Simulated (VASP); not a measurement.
# SiGeTe2S2 (P4/mmm) in VASP: further runs

The runs below take SiGeTe2S2 through single point, relaxation of cell and atoms, with PBE.

Everything below comes from runs of VASP 6.6.1. Logs are shortened: lines on timing, memory, paths and dates and some standing lists are left out, and cuts for length are marked.

### 1 The cell of the first run

It takes space group P4/mmm (No. 123, tetragonal). The conventional cell has a = 4.688 Å, b = 4.688 Å, c = 5.961 Å, α = 90.00°, β = 90.00°, γ = 90.00°. Si (site symmetry 4/mmm) has 4 Te at 2.34 Å and 2 Ge at 2.98 Å within 3.1 Å. Ge (site symmetry 4/mmm) has 2 Si at 2.98 Å and 8 S at 3.57 Å and 8 Te at 3.79 Å within 3.9 Å. Within 3.1 Å of Te (site symmetry mmm) lie 2 Si at 2.34 Å and 4 S at 2.87 Å. S (site symmetry 4mm) has 2 S at 2.64 to 3.32 Å and 4 Te at 2.87 Å within 3.5 Å.

### 2 Single point, PBE

File INCAR:

```
SYSTEM = SiGeTe2S2
ALGO = Normal
EDIFF = 1E-6
ENCUT = 520
GGA = PE
ISIF = 2
ISMEAR = 0
LASPH = .TRUE.
LCHARG = .FALSE.
LREAL = .FALSE.
LWAVE = .FALSE.
NBANDS = 30
NELM = 100
PREC = Accurate
SIGMA = 0.1
```

File KPOINTS:

```
k-points
0
G
  4 4 4
  0 0 0
```

File POSCAR:

```
SiGeTe2S2
1.0
    4.6880568000      0.0000000000      0.0000000000
    0.0000000000      4.6880568000      0.0000000000
    0.0000000000      0.0000000000      5.9613846400
Si Ge Te S
1 1 2 2
Direct
    0.0000000000      0.0000000000      0.0000000000
    0.0000000000      0.0000000000      0.5000000000
    0.5000000000      0.0000000000      0.0000000000
    0.0000000000      0.5000000000      0.0000000000
    0.5000000000      0.5000000000      0.7211725700
    0.5000000000      0.5000000000      0.2788274300
```

Potentials or basis: VASP PAW PBE potentials, release 64 (Si, Ge_d, Te, S).

On the command line:

```bash
$ cat potpaw_PBE.64/Si/POTCAR potpaw_PBE.64/Ge_d/POTCAR potpaw_PBE.64/Te/POTCAR potpaw_PBE.64/S/POTCAR > POTCAR
$ mpirun -np 1 vasp_std > vasp.out
```

OUTCAR:

```text
SYSTEM = SiGeTe2S2
   EDIFF = 1E-6
   ENCUT = 520
   GGA = PE
   ISIF = 2
   ISMEAR = 0
   LASPH = .TRUE.
   LREAL = .FALSE.
   NELM = 100
   PREC = Accurate

 ion  position               nearest neighbor table
   1  0.000  0.000  0.000-   3 2.34   4 2.34   4 2.34   3 2.34   2 2.98   2 2.98
   2  0.000  0.000  0.500-   1 2.98   1 2.98
   3  0.500  0.000  0.000-   1 2.34   1 2.34   6 2.87   5 2.87   6 2.87   5 2.87   4 3.31   4 3.31
                             4 3.31   4 3.31
   4  0.000  0.500  0.000-   1 2.34   1 2.34   6 2.87   5 2.87   5 2.87   6 2.87   3 3.31   3 3.31
                             3 3.31   3 3.31
   5  0.500  0.500  0.721-   6 2.64   4 2.87   3 2.87   3 2.87   4 2.87
   6  0.500  0.500  0.279-   5 2.64   4 2.87   3 2.87   3 2.87   4 2.87

  LATTYP: Found a simple tetragonal cell.
 ALAT       =     4.6880568000
 C/A-ratio  =     1.2716110095

  Lattice vectors:

 A1 = (   4.6880568000,   0.0000000000,   0.0000000000)
 A2 = (   0.0000000000,   4.6880568000,   0.0000000000)
 A3 = (   0.0000000000,   0.0000000000,   5.9613846400)

Analysis of symmetry for initial positions (statically):
=====================================================================
 Subroutine PRICEL returns:
 Original cell was already a primitive cell.

 Routine SETGRP: Setting up the symmetry group for a
 simple tetragonal supercell.

 Subroutine GETGRP returns: Found 16 space group operations
 (whereof 16 operations were pure point group operations)
 out of a pool of 16 trial point group operations.

The static configuration has the point symmetry D_4h.

Analysis of symmetry for dynamics (positions and initial velocities):
=====================================================================
 Subroutine PRICEL returns:
 Original cell was already a primitive cell.

 Routine SETGRP: Setting up the symmetry group for a
 simple tetragonal supercell.

 Subroutine GETGRP returns: Found 16 space group operations
 (whereof 16 operations were pure point group operations)
 out of a pool of 16 trial point group operations.

The dynamic configuration has the point symmetry D_4h.

 Subroutine INISYM returns: Found 16 space group operations
 (whereof 16 operations are pure point group operations),
 and found     1 'primitive' translations

[... 87 lines left out ...]
   ISTART =      0    job   : 0-new  1-cont  2-samecut
   ICHARG =      2    charge: 1-file 2-atom 10-const
   ISPIN  =      1    spin polarized calculation?
   LNONCOLLINEAR =      F non collinear calculations
   LSORBIT =      F    spin-orbit coupling
   LASPH  =      T    aspherical Exc in radial PAW
   ENCUT  =  520.0 eV  38.22 Ry    6.18 a.u.   8.72  8.72 11.08*2*pi/ulx,y,z
   NELM   =    100;   NELMIN=  2; NELMDL= -5     # of ELM steps
   EDIFF  = 0.1E-05   stopping-criterion for ELM
   LREAL  =      F    real-space projection
[... 7 lines left out ...]
   TEBEG  =    0.0;   TEEND  =   0.0 temperature during run
   PSTRESS=    0.0 pullay stress
   NELECT =      42.0000    total number of electrons
   NUPDOWN=      -1.0000    fix difference up-down
   EMIN   =  10.00;   EMAX   =-10.00  energy-range for DOS
   EFERMI =   0.00;   METHOD = LEGACY
   ISMEAR =     0;   SIGMA  =   0.10  broadening in eV -4-tet -1-fermi 0-gaus
   EFERMI_NEDOS =   21; number of points for ismear=-14 and -15
   IALGO  =     38    algorithm
   IMIX   =      4    mixing-type and parameters
     AMIX     =   0.40;   BMIX     =  1.00
     AMIX_MAG =   1.60;   BMIX_MAG =  1.00
  volume/ion in A,a.u.               =      21.84       147.36
  Fermi-wavevector in a.u.,A,eV,Ry     =   1.120419  2.117284 17.079908  1.255338
  Thomas-Fermi vector in A             =   2.257065
   LORBIT       =      0    0 simple, 1 ext, 2 COOP (PROOUT), +10 PAW based schemes
   GGA     = PE    functional components
   LHFCALC =     F    Hartree Fock is set to
   AEXX    =    0.0000 exact exchange contribution
   IVDW    =     0    specifies the selected vdW correction
   LEPSILON=     F    determine dielectric tensor
   LRPA    =     F    only Hartree local field effects (RPA)
 non-spin polarized calculation
 Gauss-broadening in eV      SIGMA  =   0.10
  energy-cutoff  :      520.00
  volume of cell :      131.02
 maximum number of plane-waves:      3559
 NGX is ok and might be reduce to    36
   NGX = 17   NGY = 17   NGZ = 23

 number of electron      42.0000014 magnetization

 Free energy of the ion-electron system (eV)
  ---------------------------------------------------
  ext. energy  EPLUGINS =         0.00000000
  ---------------------------------------------------
  free energy    TOTEN  =       -17.75704601 eV

  energy without entropy =      -17.74375927  energy(sigma->0) =      -17.75040264

 E-fermi :   7.3567     XC(G=0): -10.1027

 val. band max:        7.3564207203   @ k =   0.2500   0.0000   0.0000
 cond. band min:       7.3698854065   @ k =   0.5000   0.0000   0.5000
 fundamental gap:      0.0134646861
 Fermi energy:         7.3567235848

 k-point     1 :       0.0000    0.0000    0.0000
  band No.  band energies     occupation
      1     -18.0425      2.00000
      2     -18.0401      2.00000
      3     -17.9439      2.00000
      4     -17.9439      2.00000
      5     -17.9123      2.00000
      6      -8.8396      2.00000
[... 583 lines left out ...]
     29      11.5722      0.00000
     30      13.4441      0.00000

------------------------ aborting loop because EDIFF is reached ----------------------------------------

  FORCE on cell =-STRESS in cart. coord.  units (eV):
  Direction    XX          YY          ZZ          XY          YZ          ZX
  --------------------------------------------------------------------------------------
  -------------------------------------------------------------------------------------
  Total       18.2451509     18.2451509      0.5124699      0.0000000     -0.0000000      0.0000000
  in kB      223.1131505    223.1131505      6.2668037      0.0000000     -0.0000000      0.0000000
  external PRESSURE =     150.8310349 kB  Pullay stress =       0.0000000 kB

 VOLUME and BASIS-vectors are now :
 -----------------------------------------------------------------------------
  energy-cutoff  :      520.00
  volume of cell :      131.02
      direct lattice vectors                 reciprocal lattice vectors
     4.688056800  0.000000000  0.000000000     0.213307996  0.000000000  0.000000000
     0.000000000  4.688056800  0.000000000     0.000000000  0.213307996  0.000000000
     0.000000000  0.000000000  5.961384640     0.000000000  0.000000000  0.167746264

 POSITION                                       TOTAL-FORCE (eV/Angst)
 -----------------------------------------------------------------------------------
      0.00000      0.00000      0.00000        -0.000000     -0.000000      0.000000
      0.00000      0.00000      2.98069        -0.000000     -0.000000      0.000000
      2.34403      0.00000      0.00000        -0.000000     -0.000000      0.000000
      0.00000      2.34403      0.00000        -0.000000     -0.000000      0.000000
      2.34403      2.34403      4.29919        -0.000000      0.000000     -1.175788
      2.34403      2.34403      1.66220         0.000000      0.000000      1.175788
 -----------------------------------------------------------------------------------
    total drift:                               -0.000000      0.000000      0.000000

  FREE ENERGIE OF THE ION-ELECTRON SYSTEM (eV)
  ---------------------------------------------------
  free  energy   TOTEN  =       -17.7570460140 eV

  energy  without entropy=      -17.7437592717  energy(sigma->0) =      -17.75040264
```

Run time: 34 s. Hardware: 1 thread of AMD EPYC 9R45 (Zen 5), shared host; peak memory 0.25 GiB.

Results:

- Free energy: -17.7570 eV
- Pressure: 15.1 GPa
- Largest force: 1.176 eV/Å
- Band gap on the k mesh: zero (band 21 reaches 8.00 eV, above the bottom of band 22 at 7.00 eV)

Forces in eV/Å, atoms in the order of the input:
```
Si   0.000  0.000  0.000
Ge   0.000  0.000  0.000
Te   0.000  0.000  0.000
Te   0.000  0.000  0.000
S    0.000  0.000 -1.176
S    0.000  0.000  1.176
```

Stress tensor (GPa, compression positive):
```
22.31  0.00  0.00
 0.00 22.31  0.00
 0.00  0.00  0.63
```

Levels at points of the mesh, in eV from the Fermi level:
```tsv
k point	band 18	band 19	band 20	band 21	band 22	band 23	band 24	band 25
(0.00, 0.00, 0.00)	-2.64	-2.27	-1.82	-0.35	-0.35	-0.28	2.24	2.39
(0.50, 0.00, 0.00)	-2.48	-1.59	-0.75	-0.17	0.06	0.57	0.72	1.82
(0.50, 0.50, 0.00)	-1.30	-0.52	0.37	0.61	0.61	0.80	1.42	1.42
(0.00, 0.00, 0.50)	-3.54	-2.05	-1.75	-0.71	0.49	1.20	1.20	1.68
(0.50, 0.00, 0.50)	-2.70	-2.11	-0.98	-0.27	0.01	0.16	1.09	1.58
(0.50, 0.50, 0.50)	-1.29	-0.57	-0.07	0.33	0.33	0.82	1.16	1.16
```

Caveat: spin-orbit coupling is left out, which moves the levels of the heavy elements; forces of over 1 eV/Å act on the atoms, so gaps and moduli don't describe the material at rest.

### 3 Single point, PBE

This run uses another cell than the first one, of 25.82 Å³/atom, 1.182 times its volume.

File INCAR:

```
PREC     = Accurate       # precision mode
ENCUT    = 520            # plane-wave cutoff, eV
EDIFF    = 1E-6           # SCF threshold, eV
ISMEAR   = 0              # smearing method
SIGMA    = 0.1            # smearing width, eV
LREAL    = F              # projectors in reciprocal space
LASPH    = T              # aspherical terms in the spheres
NELM     = 60             # most SCF steps
ALGO     = Normal         # electronic algorithm
ISIF     = 2              # what is computed and relaxed
LWAVE    = F              # write WAVECAR
LCHARG   = F              # write CHGCAR
GGA      = PE             # functional
NBANDS   = 30             # bands
```

File KPOINTS:

```
Automatic mesh
0
Gamma
  4 4 4
```

File POSCAR:

```
SiGeTe2S2
1.0
    5.5876198482      0.0000000000      0.0000000000
    0.0000000000      5.5876198482      0.0000000000
    0.0000000000      0.0000000000      4.9621259600
Si Ge Te S
1 1 2 2
Direct
    0.0000000000      0.0000000000      0.0000000000
    0.0000000000      0.0000000000      0.5000000000
    0.5000000000      0.0000000000      0.0000000000
    0.0000000000      0.5000000000      0.0000000000
    0.5000000000      0.5000000000      0.6944932276
    0.5000000000      0.5000000000      0.3055067724
```

Potentials or basis: VASP PAW PBE potentials, release 64 (Si, Ge_d, Te, S).

On the command line:

```bash
$ cat potpaw_PBE.64/Si/POTCAR potpaw_PBE.64/Ge_d/POTCAR potpaw_PBE.64/Te/POTCAR potpaw_PBE.64/S/POTCAR > POTCAR
$ mpirun -np 1 vasp_std > vasp.out
```

Wall time 38 s (1 thread of AMD EPYC 9R45 (Zen 5), shared host); peak memory 0.27 GiB.

It converged, with:

```yaml
Free_energy: -21.6800 eV
Pressure: 0.1 GPa
Largest_force: 0.215 eV/Å
Band_gap_on_the_k_mesh: zero (band 21 reaches 5.80 eV, above the bottom of band 22 at 4.92 eV)
```

Forces on the atoms (eV/Å):
```
Si   0.000  0.000  0.000
Ge   0.000  0.000  0.000
Te   0.000  0.000  0.000
Te   0.000  0.000  0.000
S    0.000  0.000 -0.215
S    0.000  0.000  0.215
```

Stress tensor (GPa, compression positive):
```
 0.24  0.00  0.00
 0.00  0.24  0.00
 0.00  0.00 -0.25
```

Levels at points of the mesh, in eV from the Fermi level:
| k point | band 17 | band 18 | band 19 | band 20 | band 21 | band 22 | band 23 | band 24 | band 25 | band 26 |
| --- | --- | --- | --- | --- | --- | --- | --- | --- | --- | --- |
| (0.00, 0.00, 0.00) | -3.65 | -1.02 | -1.01 | -1.01 | -0.23 | -0.23 | -0.03 | 1.52 | 1.52 | 3.06 |
| (0.50, 0.00, 0.00) | -1.86 | -1.53 | -1.40 | -0.97 | -0.50 | 0.23 | 0.31 | 1.31 | 1.33 | 2.14 |
| (0.50, 0.50, 0.00) | -2.74 | -1.29 | -1.04 | -0.65 | -0.65 | -0.39 | 0.93 | 1.06 | 1.06 | 2.08 |
| (0.00, 0.00, 0.50) | -2.82 | -2.82 | -1.88 | -1.24 | -0.10 | -0.10 | 1.61 | 2.21 | 2.21 | 3.04 |
| (0.50, 0.00, 0.50) | -2.72 | -1.54 | -1.52 | -0.60 | -0.48 | -0.04 | 1.01 | 1.82 | 2.08 | 2.62 |
| (0.50, 0.50, 0.50) | -1.46 | -1.22 | -1.12 | -1.12 | -0.26 | -0.17 | 0.75 | 0.75 | 1.90 | 1.90 |

Caveat: spin-orbit coupling is left out, which moves the levels of the heavy elements.

### 4 Relaxation of cell and atoms, PBE

File INCAR:

```
PREC = Accurate ; ENCUT = 600
EDIFF = 1E-6 ; ISMEAR = 0
SIGMA = 0.1 ; LREAL = False
LASPH = True ; NELM = 100
ALGO = Normal ; ISIF = 3
LWAVE = False ; LCHARG = False
GGA = PE ; IBRION = 2
NSW = 90 ; EDIFFG = -0.04
```

File KPOINTS:

```
regular mesh
0
Gamma
  4 4 4
```

File POSCAR:

```
SiGeTe2S2
1.0
    4.6880568000      0.0000000000      0.0000000000
    0.0000000000      4.6880568000      0.0000000000
    0.0000000000      0.0000000000      5.9613846400
Si Ge Te S
1 1 2 2
Direct
    0.0000000000      0.0000000000      0.0000000000
    0.0000000000      0.0000000000      0.5000000000
    0.5000000000      0.0000000000      0.0000000000
    0.0000000000      0.5000000000      0.0000000000
    0.5000000000      0.5000000000      0.7211725700
    0.5000000000      0.5000000000      0.2788274300
```

On the command line:

```bash
$ cat potpaw_PBE.64/Si/POTCAR potpaw_PBE.64/Ge_d/POTCAR potpaw_PBE.64/Te/POTCAR potpaw_PBE.64/S/POTCAR > POTCAR
$ mpirun -np 1 vasp_std > vasp.out
```

It took 5.8 min on 1 thread of AMD EPYC 9R45 (Zen 5), shared host; peak memory 0.3 GiB.

The run converged. Its results:

| Item | Value |
| --- | --- |
| Free energy | -21.6747 eV |
| Relaxed volume | 25.95 Å³/atom |
| Relaxed cell | a = 5.599 Å, b = 5.599 Å, c = 4.966 Å, α = 90.00°, β = 90.00°, γ = 90.00° |
| Space group after relaxing (to 0.05 Å) | P4/mmm (No. 123) |
| Energy gained by relaxing | 652.9 meV/atom |
| Ionic steps | 12 |
| Pressure after relaxing | 0.0 GPa |
| Largest force after relaxing | 0.016 eV/Å |
| Band gap on the k mesh | zero (band 21 reaches 5.76 eV, above the bottom of band 22 at 4.87 eV) |

Forces in eV/Å, atoms in the order of the input:
```
Si   0.000  0.000  0.000
Ge   0.000  0.000  0.000
Te   0.000  0.000  0.000
Te   0.000  0.000  0.000
S    0.000  0.000 -0.016
S    0.000  0.000  0.016
```

The path:
| step | energy change (eV) | largest force (eV/Å) | pressure (GPa) | volume (Å³) |
| --- | --- | --- | --- | --- |
| 1 | 0.0000 | 1.1754 | 15.10 | 131.02 |
| 2 | -2.0192 | 1.3305 | -4.22 | 173.03 |
| 3 | -2.0403 | 1.2067 | -3.02 | 167.28 |
| 4 | -2.9271 | 1.9192 | -2.42 | 161.26 |
| 5 | -3.4484 | 5.9254 | 5.66 | 148.64 |
| 6 | -3.5265 | 1.7854 | -1.40 | 156.84 |
| 7 | -3.8652 | 0.1435 | 0.79 | 152.86 |
| 8 | -3.8697 | 0.7380 | 1.34 | 152.19 |
| 9 | -3.9039 | 0.5818 | 0.36 | 156.02 |
| 10 | -3.9088 | 0.6281 | 0.57 | 155.02 |
| 11 | -3.8646 | 1.3042 | -1.28 | 157.57 |
| 12 | -3.9173 | 0.0161 | -0.03 | 155.71 |

Final structure:
```cif
data_structure
_symmetry_space_group_name_H-M 'P 1'
_symmetry_Int_Tables_number 1
_cell_length_a 5.5993
_cell_length_b 5.5993
_cell_length_c 4.9664
_cell_angle_alpha 90.000
_cell_angle_beta 90.000
_cell_angle_gamma 90.000
_cell_volume 155.71
loop_
_atom_site_label
_atom_site_type_symbol
_atom_site_fract_x
_atom_site_fract_y
_atom_site_fract_z
_atom_site_occupancy
Si1 Si 0.00000 0.00000 0.00000 1
Ge1 Ge 0.00000 0.00000 0.50000 1
Te1 Te 0.50000 0.00000 0.00000 1
Te2 Te 0.00000 0.50000 0.00000 1
S1 S 0.50000 0.50000 0.69343 1
S2 S 0.50000 0.50000 0.30657 1
```

Levels at points of the mesh, in eV from the Fermi level:
| k point | band 18 | band 19 | band 20 | band 21 | band 22 | band 23 | band 24 | band 25 |
| --- | --- | --- | --- | --- | --- | --- | --- | --- |
| (0.00, 0.00, 0.00) | -1.01 | -0.99 | -0.99 | -0.24 | -0.24 | -0.04 | 1.51 | 1.51 |
| (0.50, 0.00, 0.00) | -1.52 | -1.38 | -0.94 | -0.52 | 0.23 | 0.30 | 1.31 | 1.32 |
| (0.50, 0.50, 0.00) | -1.28 | -1.03 | -0.65 | -0.65 | -0.38 | 0.92 | 1.07 | 1.07 |
| (0.00, 0.00, 0.50) | -2.79 | -1.86 | -1.24 | -0.10 | -0.10 | 1.68 | 2.19 | 3.04 |
| (0.50, 0.00, 0.50) | -1.51 | -1.51 | -0.61 | -0.47 | -0.04 | 1.04 | 1.81 | 2.07 |
| (0.50, 0.50, 0.50) | -1.20 | -1.09 | -1.09 | -0.25 | -0.17 | 0.75 | 0.75 | 1.89 |

Caveat: the volume moved by over 15 % at a fixed basis, so the end points are rough; spin-orbit coupling is left out, which moves the levels of the heavy elements.

### 5 Single point, PBE

This run uses another cell than the first one, of 26.11 Å³/atom, 1.196 times its volume.

File INCAR:

```
PREC = Accurate
ENCUT = 520
EDIFF = 1E-6
ISMEAR = 0
SIGMA = 0.1
LREAL = F
LASPH = T
NELM = 80
ALGO = Normal
ISIF = 2
LWAVE = F
LCHARG = F
GGA = PE
NBANDS = 30
```

File KPOINTS:

```
Automatic mesh
0
Gamma
  8 8 8
```

File POSCAR:

```
SiGeTe2S2
1.0
    5.6477189370      0.0000000000      0.0000000000
    0.0000000000      5.6477189370      0.0000000000
    0.0000000000      0.0000000000      4.9120043574
Si Ge Te S
1 1 2 2
Direct
    0.0000000000      0.0000000000      0.0000000000
    0.0000000000      0.0000000000      0.5000000000
    0.5000000000      0.0000000000      0.0000000000
    0.0000000000      0.5000000000      0.0000000000
    0.5000000000      0.5000000000      0.6977622482
    0.5000000000      0.5000000000      0.3022377518
```

On the command line:

```bash
$ cat potpaw_PBE.64/Si/POTCAR potpaw_PBE.64/Ge_d/POTCAR potpaw_PBE.64/Te/POTCAR potpaw_PBE.64/S/POTCAR > POTCAR
$ mpirun -np 1 vasp_std > vasp.out
```

It took 2.6 min on 1 thread of AMD EPYC 9R45 (Zen 5), shared host; peak memory 0.47 GiB.

Results (log left out):

| Property | Result |
| --- | --- |
| Free energy | -21.6665 eV |
| Pressure | -0.2 GPa |
| Largest force | 0.191 eV/Å |
| Band gap on the k mesh | zero (band 21 reaches 5.74 eV, above the bottom of band 22 at 4.76 eV) |

Forces on the atoms (eV/Å):
```
Si   0.000  0.000  0.000
Ge   0.000  0.000  0.000
Te   0.000  0.000  0.000
Te   0.000  0.000  0.000
S    0.000  0.000 -0.191
S    0.000  0.000  0.191
```

Stress tensor (GPa, compression positive):
```
-0.05  0.00  0.00
 0.00 -0.05  0.00
 0.00  0.00 -0.45
```

Levels at points of the mesh, in eV from the Fermi level:
```tsv
k point	band 18	band 19	band 20	band 21	band 22	band 23	band 24	band 25
(0.00, 0.00, 0.00)	-0.96	-0.89	-0.89	-0.13	-0.13	-0.11	1.47	1.47
(0.50, 0.00, 0.00)	-1.61	-1.32	-0.85	-0.37	0.19	0.20	1.30	1.32
(0.50, 0.50, 0.00)	-1.31	-1.06	-0.81	-0.81	-0.43	0.75	1.08	1.08
(0.00, 0.00, 0.50)	-2.80	-1.87	-1.26	-0.22	-0.22	1.62	2.23	2.23
(0.50, 0.00, 0.50)	-1.56	-1.48	-0.59	-0.57	-0.10	0.96	1.72	2.12
(0.50, 0.50, 0.50)	-1.22	-1.12	-1.12	-0.32	-0.29	0.62	0.62	1.82
```

Caveat: spin-orbit coupling is left out, which moves the levels of the heavy elements.

### 6 Summary

```tsv
task	cell	k mesh	cutoff (eV)	gap on the mesh (eV)	pressure (GPa)	largest force (eV/Å)
single point	a = 4.688, b = 4.688, c = 5.961 Å, 6 atoms	4 × 4 × 4	520	none	15.1	1.18
single point	a = 5.588, b = 5.588, c = 4.962 Å, 6 atoms	4 × 4 × 4	520	none	0.1	0.22
relaxation of cell and atoms	relaxed from a = 4.688, b = 4.688, c = 5.961 Å, 6 atoms	4 × 4 × 4	600	none	0.0	0.02
single point	a = 5.648, b = 5.648, c = 4.912 Å, 6 atoms	8 × 8 × 8	520	none	-0.2	0.19
```

Alike in all rows: level PBE; potentials or basis VASP PAW PBE potentials, release 64 (Si, Ge_d, Te, S); no spin polarisation; smearing gaussian 0.1 eV.

Caveats: spin-orbit coupling is left out, which moves the levels of the heavy elements; forces of over 1 eV/Å act on the atoms, so gaps and moduli don't describe the material at rest (some runs); the volume moved by over 15 % at a fixed basis, so the end points are rough (some runs).

Absolute energies hang on the potentials; compare differences alone.
